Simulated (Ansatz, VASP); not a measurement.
Given: the input of a run of Ansatz 0.2.0 on BeTe.

input.yaml

```yaml
crystal:
  lattice:
    - [0.0, 2.77, 2.77]
    - [2.77, 0.0, 2.77]
    - [2.77, 2.77, 0.0]
  atoms:
    - { symbol: Te, position: [0.75, 0.75, 0.75] }
    - { symbol: Be, position: [0.0, 0.0, 0.0] }
kpoints:
  mp_grid: { grid: [8, 8, 8] }
scf:
  occupations: { method: gaussian, width: 0.019 }
hamiltonian:
  xc: pbe
  pseudopotentials: { kind: all_electron, lapw: { basis_error: 0.001 } }
output:
  forces: true
  stress: true
  eigenvalues: true
```

Potentials or basis: all-electron LAPW, scalar-relativistic.

Run with:

```console
$ ansatz run input.yaml --threads 1 --pin off --max-ram 3072MiB --backend cpu --events-out ev --progress --plain --runs-dir out
```

Q: Translate it to VASP 6.6.1. Potentials there: VASP PAW PBE potentials, release 64 (Te, Be).

A: As run (the cutoff follows the program's own potentials):

The input INCAR:

```
SYSTEM = BeTe
  ALGO = Normal
  EDIFF = 1E-6
  ENCUT = 520
  GGA = PE
  ISIF = 2
  ISMEAR = 0
  LASPH = .True.
  LCHARG = .False.
  LREAL = .False.
  LWAVE = .False.
  NBANDS = 11
  NELM = 100
  PREC = Accurate
  SIGMA = 0.019000000000000003
```

File KPOINTS:

```
k-points
0
Gamma
  8 8 8
  0 0 0
```

File POSCAR:

```
BeTe
1.0
    0.0000000000      2.7700000000      2.7700000000
    2.7700000000      0.0000000000      2.7700000000
    2.7700000000      2.7700000000      0.0000000000
Te Be
1 1
Direct
    0.7500000000      0.7500000000      0.7500000000
    0.0000000000      0.0000000000      0.0000000000
```

Potentials or basis: VASP PAW PBE potentials, release 64 (Te, Be).

The run is started by

```bash
$ cat potpaw_PBE.64/Te/POTCAR potpaw_PBE.64/Be/POTCAR > POTCAR
$ mpirun -np 1 vasp_std > vasp.out
```

Both were run:

|  | VASP | Ansatz | Ansatz less VASP |
| --- | --- | --- | --- |
| gap on the k mesh at the Fermi level (eV) | 1.85 | 1.86 | +0.016 |
| least direct gap on the mesh (eV) | 3.56 | 3.59 | +0.022 |
| pressure (GPa) | 4.5 | 4.3 | -0.18 |

Ansatz ran all-electron here, and VASP with PAW potentials.

Spin-orbit coupling is off throughout.
